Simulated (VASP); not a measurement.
Input of a VASP 6.6.1 run:

Contents of POSCAR:

```
SrCdCl4
1.0
    4.1181746123      0.0000000000      0.0000000000
   -2.0590873062      3.5664438315      0.0000000000
    0.0000000000      0.0000000000     11.4527769313
Sr Cd Cl
1 1 4
Direct
    0.0000000000      0.0000000000      0.0000000000
    0.0000000000      0.0000000000      0.5000000000
    0.3333333333      0.6666666667      0.8638949728
    0.6666666667      0.3333333333      0.1361050272
    0.3333333333      0.6666666667      0.3861140193
    0.6666666667      0.3333333333      0.6138859807
```

The input INCAR.step1:

```
SYSTEM = SrCdCl4
PREC = Accurate ; ENCUT = 520
ISMEAR = 0 ; SIGMA = 0.02
LREAL = .False. ; LASPH = .True.
NELM = 100 ; NBANDS = 34
GGA = PE ; ALGO = Normal
EDIFF = 1E-4 ; LWAVE = .True.
LCHARG = .False.
```

The input INCAR.step2:

```
SYSTEM = SrCdCl4
PREC = Accurate ; ENCUT = 520
EDIFF = 1E-6 ; ISMEAR = 0
SIGMA = 0.02 ; LREAL = .False.
LASPH = .True. ; NELM = 100
ALGO = Normal ; ISIF = 2
LWAVE = .False. ; LCHARG = .True.
METAGGA = R2SCAN ; LMIXTAU = .True.
LELF = .True. ; LVHAR = .True.
NBANDS = 34 ; ISTART = 1
```

The input KPOINTS:

```
Automatic mesh
0
Gamma
  6 6 2
  0 0 0
```

Potentials or basis: VASP PAW PBE potentials, release 64 (Sr_sv, Cd, Cl).

Command:

```console
$ cat potpaw_PBE.64/Sr_sv/POTCAR potpaw_PBE.64/Cd/POTCAR potpaw_PBE.64/Cl/POTCAR > POTCAR
$ cp INCAR.step1 INCAR
$ mpirun -np 1 vasp_std > vasp.out
$ cp INCAR.step2 INCAR
$ mpirun -np 1 vasp_std > vasp.out
```

(1) Predict the band gap on the k mesh.

(2) Predict the largest force.

(3) What does it give for the pressure?

## Answers

(1) 3.96 eV.

(2) 0.066 eV/Å.

(3) 0.4 GPa.

Caveat: the PAW data sets were made with another functional, which shifts forces and pressure a little.
